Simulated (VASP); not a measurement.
Input of a VASP 6.6.1 run:

POSCAR

```
Mg11Zn5O16
1.0
    8.4609790000      0.0000000000      0.0000000000
    0.0000000000      8.4609790000      0.0000000000
    0.0000000000      0.0000000000      8.4609790000
O Mg Zn
32 22 10
Direct
    0.2499790000      0.9964100000      0.0002530000
    0.2472590000      0.9967450000      0.4994230000
    0.2522170000      0.5026540000      0.0024100000
    0.2500310000      0.5030920000      0.4971360000
    0.7504460000      0.9993110000      0.0032430000
    0.7523640000      0.0013960000      0.4981790000
    0.7477160000      0.5004810000      0.0002710000
    0.7502790000      0.4979010000      0.4995580000
    0.9976930000      0.2473280000      0.9996150000
    0.9974520000      0.2499050000      0.5004070000
    0.0002000000      0.7520000000      0.9994660000
    0.0024200000      0.7500890000      0.5006900000
    0.5028960000      0.2498310000      0.9995690000
    0.5025150000      0.2525280000      0.5006450000
    0.5002240000      0.7497960000      0.9965200000
    0.4980820000      0.7478690000      0.5019520000
    0.0004530000      0.0029100000      0.2504620000
    0.0031410000      0.0032850000      0.7503040000
    0.0002390000      0.4971540000      0.2525720000
    0.9984980000      0.4975780000      0.7474780000
    0.4997720000      0.0025590000      0.2477710000
    0.4977550000      0.0007380000      0.7521930000
    0.4997520000      0.4967340000      0.2498510000
    0.5029060000      0.5000270000      0.7495830000
    0.2501290000      0.2497080000      0.2499290000
    0.2504810000      0.2481240000      0.7498510000
    0.2502220000      0.7498360000      0.2496600000
    0.2532360000      0.7526860000      0.7499150000
    0.7500660000      0.2498560000      0.2501160000
    0.7503610000      0.2528530000      0.7504040000
    0.7499640000      0.7496190000      0.2475920000
    0.7483360000      0.7483260000      0.7520670000
    0.0002830000      0.9996970000      0.9999290000
    0.9996580000      0.9994110000      0.5006280000
    0.0004870000      0.5006040000      0.5003210000
    0.5001760000      0.9996080000      0.9999750000
    0.4997070000      0.4998760000      0.9996120000
    0.4998980000      0.5002550000      0.4997060000
    0.2495960000      0.7492570000      0.9993940000
    0.2503770000      0.7500400000      0.4998050000
    0.7503180000      0.2499300000      0.0000850000
    0.7500280000      0.2495290000      0.5004390000
    0.7508610000      0.7498780000      0.9997760000
    0.2502760000      0.9996060000      0.2503470000
    0.2503030000      0.0002490000      0.7496130000
    0.2496680000      0.4998620000      0.2494690000
    0.7497370000      0.9989390000      0.2509170000
    0.7503880000      0.5005440000      0.2501320000
    0.7509630000      0.5007330000      0.7499140000
    0.0002600000      0.2499400000      0.2499800000
    0.0011140000      0.2507080000      0.7503920000
    0.4999050000      0.2497210000      0.2503350000
    0.4998270000      0.2500910000      0.7495670000
    0.5009430000      0.7507390000      0.7491570000
    0.9997280000      0.4994670000      0.0001950000
    0.4997680000      0.0000880000      0.4999590000
    0.2506190000      0.2490480000      0.0001530000
    0.2493670000      0.2500730000      0.4996800000
    0.7500130000      0.7493980000      0.5001640000
    0.2510660000      0.5006980000      0.7496450000
    0.7504630000      0.0009400000      0.7508230000
    0.0005230000      0.7504230000      0.2501130000
    0.0008280000      0.7505200000      0.7499570000
    0.4997490000      0.7493250000      0.2488890000
```

INCAR.step1

```
SYSTEM = Mg11Zn5O16
PREC = Accurate
ENCUT = 520
EDIFF = 1E-5
ISMEAR = -1
SIGMA = 0.05
LREAL = Auto
LASPH = .TRUE.
NELM = 100
ALGO = Normal
ISIF = 2
LWAVE = .TRUE.
GGA = PE
NBANDS = 216
NCORE = 4
```

INCAR.step2

```
SYSTEM = Mg11Zn5O16
PREC = Accurate
ENCUT = 520
EDIFF = 1E-6
ISMEAR = -1
SIGMA = 0.05
LREAL = Auto
LASPH = .TRUE.
NELM = 100
ALGO = Normal
ISIF = 2
LWAVE = .FALSE.
LCHARG = .TRUE.
GGA = PE
LHFCALC = .TRUE.
HFSCREEN = 0.2079
PRECFOCK = Fast
LELF = .TRUE.
LVHAR = .TRUE.
ISTART = 1
NBANDS = 216
NCORE = 4
```

Contents of KPOINTS:

```
Automatic mesh
0
G
  1 1 1
  0 0 0
```

Potentials or basis: VASP PAW PBE potentials, release 64 (O, Mg, Zn).

Launch:

```console
$ cat potpaw_PBE.64/O/POTCAR potpaw_PBE.64/Mg/POTCAR potpaw_PBE.64/Zn/POTCAR > POTCAR
$ cp INCAR.step1 INCAR
$ mpirun -np 4 vasp_gam > vasp.out
$ cp INCAR.step2 INCAR
$ mpirun -np 4 vasp_gam > vasp.out
```

Predict the band gap on the k mesh.

4.66 eV.

Predict the largest force.

0.148 eV/Å.

Estimate the pressure.

-0.6 GPa.

Stress tensor (GPa, compression positive):
```
-0.64 -0.12  0.02
-0.12 -0.55  0.05
 0.02  0.05 -0.67
```

Caveat: the k points lie up to 0.74 Å⁻¹ apart; the PAW data sets were made with another functional, which shifts forces and pressure a little. A k mesh can miss the band edges.
